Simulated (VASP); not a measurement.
# InSb (Pmmn) in VASP: single point with PBE

Aim: the single point of InSb with PBE.

All numbers are computed with VASP 6.6.1; they aren't measurements. Logs are shortened: lines on timing, memory, paths and dates and some standing lists are left out, and cuts for length are marked.

## Step 1: The cell of the first run

The structure is orthorhombic, space group Pmmn (No. 59). The conventional cell has a = 5.398 Å, b = 5.756 Å, c = 3.087 Å, α = 90.00°, β = 90.00°, γ = 90.00°. Within 3.9 Å of Sb (site symmetry mm2) lie 8 In at 2.75 to 3.86 Å and 2 Sb at 3.09 Å. Within 4.0 Å of In (site symmetry mm2) lie 8 Sb at 2.75 to 3.86 Å and 6 In at 3.09 to 3.95 Å.

## Step 2: Single point, PBE

Contents of POSCAR:

```
InSb
1.0
    5.7559160000      0.0000000000      0.0000000000
    0.0000000000      5.3981870000      0.0000000000
    0.0000000000      0.0000000000      3.0865490000
Sb In
2 2
Direct
    0.0000000000      0.5000000000      0.1650000000
    0.5000000000      0.0000000000      0.8350000000
    0.0000000000      0.0000000000      0.0000000000
    0.5000000000      0.5000000000      0.0000000000
```

Contents of INCAR.step1:

```
PREC = Accurate
ENCUT = 520
EDIFF = 1E-6
ISMEAR = -1
SIGMA = 0.1
LREAL = F
LASPH = T
NELM = 80
ALGO = Normal
ISIF = 2
LWAVE = F
LCHARG = T
GGA = PE
NBANDS = 26
```

Contents of KPOINTS.step1:

```
regular mesh
0
Gamma
  6 6 11
```

Contents of INCAR.step2:

```
PREC = Accurate
ENCUT = 520
EDIFF = 1E-6
ISMEAR = -5
SIGMA = 0.1
LREAL = F
LASPH = T
NELM = 80
ALGO = Normal
ISIF = 2
LWAVE = F
LCHARG = F
GGA = PE
LORBIT = 10
NEDOS = 1001
ICHARG = 11
```

Contents of KPOINTS.step2:

```
regular mesh
0
Gamma
  9 9 17
```

Potentials or basis: VASP PAW PBE potentials, release 64 (Sb, In_d).

Run with:

```console
> cat potpaw_PBE.64/Sb/POTCAR potpaw_PBE.64/In_d/POTCAR > POTCAR
> cp INCAR.step1 INCAR
> cp KPOINTS.step1 KPOINTS
> mpirun -np 1 vasp_std > vasp.out
> cp INCAR.step2 INCAR
> cp KPOINTS.step2 KPOINTS
> mpirun -np 1 vasp_std > vasp.out
```

OUTCAR:

```text
PREC = Accurate
   ENCUT = 520
   EDIFF = 1E-6
   ISMEAR = -5
   LREAL = F
   LASPH = T
   NELM = 80
   ISIF = 2
   GGA = PE
   LORBIT = 10
   ICHARG = 11

 ion  position               nearest neighbor table
   1  0.000  0.500  0.165-   3 2.75   3 2.75   4 2.92   4 2.92   3 3.73   3 3.73   4 3.86   4 3.86

   2  0.500  0.000  0.835-   4 2.75   4 2.75   3 2.92   3 2.92   4 3.73   4 3.73   3 3.86   3 3.86

   3  0.000  0.000  0.000-   1 2.75   1 2.75   2 2.92   2 2.92   1 3.73   1 3.73   2 3.86   2 3.86
                             4 3.95   4 3.95   4 3.95   4 3.95
   4  0.500  0.500  0.000-   2 2.75   2 2.75   1 2.92   1 2.92   2 3.73   2 3.73   1 3.86   1 3.86
                             3 3.95   3 3.95   3 3.95   3 3.95

  LATTYP: Found a simple orthorhombic cell.
 ALAT       =     3.0865490000
 B/A-ratio  =     1.7489393494
 C/A-ratio  =     1.8648386920

  Lattice vectors:

 A1 = (   0.0000000000,   0.0000000000,  -3.0865490000)
 A2 = (   0.0000000000,   5.3981870000,   0.0000000000)
 A3 = (   5.7559160000,   0.0000000000,   0.0000000000)

Analysis of symmetry for initial positions (statically):
=====================================================================
 Subroutine PRICEL returns:
 Original cell was already a primitive cell.

 Routine SETGRP: Setting up the symmetry group for a
 simple orthorhombic supercell.

 Subroutine GETGRP returns: Found  8 space group operations
 (whereof  4 operations were pure point group operations)
 out of a pool of  8 trial point group operations.

The static configuration has the point symmetry C_2v.
 The point group associated with its full space group is D_2h.

Analysis of symmetry for dynamics (positions and initial velocities):
=====================================================================
 Subroutine PRICEL returns:
 Original cell was already a primitive cell.

 Routine SETGRP: Setting up the symmetry group for a
 simple orthorhombic supercell.

 Subroutine GETGRP returns: Found  8 space group operations
 (whereof  4 operations were pure point group operations)
 out of a pool of  8 trial point group operations.

The dynamic configuration has the point symmetry C_2v.
 The point group associated with its full space group is D_2h.

 Subroutine INISYM returns: Found  8 space group operations
 (whereof  4 operations are pure point group operations),
 and found     1 'primitive' translations

[... 107 lines left out ...]
   ISYM   =      2    0-nonsym 1-usesym 2-fastsym
   POTIM  = 0.5000    time-step for ionic-motion
   TEBEG  =    0.0;   TEEND  =   0.0 temperature during run
   PSTRESS=    0.0 pullay stress
   NELECT =      36.0000    total number of electrons
   NUPDOWN=      -1.0000    fix difference up-down
   EMIN   =  10.00;   EMAX   =-10.00  energy-range for DOS
   EFERMI =   0.00;   METHOD = LEGACY
   ISMEAR =    -5;   SIGMA  =   0.10  broadening in eV -4-tet -1-fermi 0-gaus
   EFERMI_NEDOS =   21; number of points for ismear=-14 and -15
   IALGO  =     38    algorithm
   IMIX   =      4    mixing-type and parameters
     AMIX     =   0.40;   BMIX     =  1.00
     AMIX_MAG =   1.60;   BMIX_MAG =  1.00
  volume/ion in A,a.u.               =      23.98       161.80
  Fermi-wavevector in a.u.,A,eV,Ry     =   1.180947  2.231667 18.975179  1.394636
  Thomas-Fermi vector in A             =   2.317230
   LORBIT       =     10    0 simple, 1 ext, 2 COOP (PROOUT), +10 PAW based schemes
   GGA     = PE    functional components
   LHFCALC =     F    Hartree Fock is set to
   AEXX    =    0.0000 exact exchange contribution
   IVDW    =     0    specifies the selected vdW correction
   LEPSILON=     F    determine dielectric tensor
   LRPA    =     F    only Hartree local field effects (RPA)
 non-spin polarized calculation
 Fermi weights with tetrahedron method with Bloechl corrections
  energy-cutoff  :      520.00
  volume of cell :       95.90
 maximum number of plane-waves:      2606
 NGX is ok and might be reduce to    48

 number of electron      35.9999992 magnetization

 Free energy of the ion-electron system (eV)
  ---------------------------------------------------
  ext. energy  EPLUGINS =         0.00000000
  ---------------------------------------------------
  free energy    TOTEN  =       -12.34004164 eV

  energy without entropy =      -12.34004164  energy(sigma->0) =      -12.34004164

 E-fermi :   9.2754     XC(G=0): -10.6044

 val. band max:        9.2936913248   @ k =   0.0000   0.2222   0.0588
 cond. band min:       9.1699429286   @ k =   0.3333   0.2222   0.2353
 fundamental gap:     -0.1237483963
 Fermi energy:         9.2753576795

 k-point     1 :       0.0000    0.0000    0.0000
  band No.  band energies     occupation
      1      -6.0037      2.00000
      2      -5.9933      2.00000
      3      -5.8710      2.00000
      4      -5.6719      2.00000
      5      -5.6607      2.00000
      6      -5.5238      2.00000
[... 589 lines left out ...]
     21      12.7683      0.00000
     22      13.7177      0.00000

 [... further k-points ...]

------------------------ aborting loop because EDIFF is reached ----------------------------------------

  FORCE on cell =-STRESS in cart. coord.  units (eV):
  Direction    XX          YY          ZZ          XY          YZ          ZX
  --------------------------------------------------------------------------------------
  -------------------------------------------------------------------------------------
  Total        6.5537925     15.0129464      4.6619806      0.0000000      0.0000000      0.0000000
  in kB      109.4883030    250.8077590     77.8835069      0.0000000      0.0000000      0.0000000
  external PRESSURE =     146.0598563 kB  Pullay stress =       0.0000000 kB

 VOLUME and BASIS-vectors are now :
 -----------------------------------------------------------------------------
  energy-cutoff  :      520.00
  volume of cell :       95.90
      direct lattice vectors                 reciprocal lattice vectors
     5.755916000  0.000000000  0.000000000     0.173734294  0.000000000  0.000000000
     0.000000000  5.398187000  0.000000000     0.000000000  0.185247380  0.000000000
     0.000000000  0.000000000  3.086549000     0.000000000  0.000000000  0.323986433

 POSITION                                       TOTAL-FORCE (eV/Angst)
 -----------------------------------------------------------------------------------
      0.00000      2.69909      0.50928         0.000000      0.000000      0.697657
      2.87796      0.00000      2.57727         0.000000      0.000000     -0.697657
      0.00000      0.00000      0.00000         0.000000      0.000000     -0.253886
      2.87796      2.69909      0.00000         0.000000      0.000000      0.253886
 -----------------------------------------------------------------------------------
    total drift:                                0.000000     -0.000000      0.000000

  FREE ENERGIE OF THE ION-ELECTRON SYSTEM (eV)
  ---------------------------------------------------
  free  energy   TOTEN  =       -12.3400416448 eV

  energy  without entropy=      -12.3400416448  energy(sigma->0) =      -12.34004164

 total charge

# of ion       s       p       d       tot
------------------------------------------
    1        1.183   1.269   0.046   2.498
    2        1.183   1.269   0.046   2.498
    3        0.944   0.702   9.877  11.524
    4        0.944   0.702   9.877  11.524
--------------------------------------------------
tot          4.256   3.941  19.847  28.043
```

OSZICAR.step1:

```text
N       E                     dE             d eps       ncg     rms          rms(c)
DAV:   1     0.296971660194E+03    0.29697E+03   -0.15844E+04  4992   0.155E+03
DAV:   2     0.135512836379E+02   -0.28342E+03   -0.27658E+03  5128   0.377E+02
DAV:   3    -0.115317707070E+02   -0.25083E+02   -0.24527E+02  6382   0.126E+02
DAV:   4    -0.124519862389E+02   -0.92022E+00   -0.91628E+00  5968   0.248E+01
DAV:   5    -0.125043569779E+02   -0.52371E-01   -0.52364E-01  7706   0.544E+00    0.651E+00
DAV:   6    -0.123908821881E+02    0.11347E+00   -0.21919E-01  6866   0.732E+00    0.360E+00
DAV:   7    -0.123751725770E+02    0.15710E-01   -0.95868E-02  7070   0.342E+00    0.687E-01
DAV:   8    -0.123735819602E+02    0.15906E-02   -0.12667E-02  6534   0.139E+00    0.356E-01
DAV:   9    -0.123737492071E+02   -0.16725E-03   -0.97747E-04  6580   0.215E-01    0.848E-02
DAV:  10    -0.123737413770E+02    0.78301E-05   -0.39541E-05  7024   0.610E-02    0.324E-02
DAV:  11    -0.123737470087E+02   -0.56317E-05   -0.80827E-06  5354   0.248E-02    0.154E-02
DAV:  12    -0.123737470771E+02   -0.68380E-07   -0.48994E-07  3012   0.657E-03
   1 F= -.12373747E+02 E0= -.12350080E+02  d E =-.473336E-01
```

It took 10 min on 1 thread of Intel Xeon 8259CL, shared host; peak memory 0.53 GiB.

What came out:

- Valence electrons inside the program's atomic spheres: Sb 2.50; In 11.52

Caveat: spin-orbit coupling is left out, which moves the levels of the heavy elements.
